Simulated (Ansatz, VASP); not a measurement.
## C: VASP beside Ansatz

```
C
1.0
     2.45600    0.00000    0.00000
    -1.22800    2.12696    0.00000
     0.00000    0.00000    6.69600
C
4
Cartesian
  0.0000 0.0000 5.0220
  0.0000 0.0000 1.6740
  0.0000 1.4180 5.0220
  1.2280 0.7090 1.6740
```

Alike in both runs: task relaxation of cell and atoms; functional PBE; dispersion D3(BJ); k mesh 21 × 21 × 6; occupations gaussian, width 0.3 eV; no spin polarisation.

|  | VASP | Ansatz |
| --- | --- | --- |
| version | VASP 6.6.1 | Ansatz 0.2.0 |
| potentials or method | VASP PAW PBE potentials, release 64 (C), cutoff 600 eV | scalar-relativistic, plane waves, PAW |
| valence electrons in the cell | 16 | 16 |

|  | VASP | Ansatz | Ansatz less VASP |
| --- | --- | --- | --- |
| gap on the k mesh at the Fermi level, each at its own relaxed structure (eV) | none | none | - |
| relaxed volume (Å³/atom) | 8.79 | 8.86 | +0.069 |
| relaxed cell length with the largest relative difference (Å) | 6.684 | 6.738 | +0.0542 |

A gap of «none» marks a metal or a gap that the smearing closes.
